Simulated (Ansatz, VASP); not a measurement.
## MnAu: VASP beside Ansatz

```
Mn Au
1.0
     3.20776    0.00000    0.00000
     0.00000    3.20776    0.00000
     0.00000    0.00000    3.20776
Mn Au
1 1
Direct
  0.50000 0.50000 0.50000
  0.00000 0.00000 0.00000
```

Alike in both runs: task single point; functional PBEsol; k mesh 11 × 11 × 11; occupations fermi-dirac, width 0.05 eV; collinear spin.

|  | VASP | Ansatz |
| --- | --- | --- |
| version | VASP 6.6.1 | Ansatz 0.2.0 |
| potentials or method | VASP PAW PBE potentials, release 64 (Mn_pv, Au), cutoff 500 eV | all-electron LAPW, scalar-relativistic |

VASP gave:

```
pressure (GPa)                                                : -5.9
net moment per atom (μB)                                      : 2.06
size of the moment on the site where the two differ most (μB) : 3.89
```

Question: Which values does Ansatz return?

Answer: Pressure (GPa): -5.7; net moment per atom (μB): 2.06; size of the moment on the site where the two differ most (μB): 3.98.

VASP's potentials were made for PBE, not for PBEsol. Site moments also hang on the region over which each program counts them. Ansatz ran all-electron here, and VASP with PAW potentials.

Neither program's run includes spin-orbit coupling.
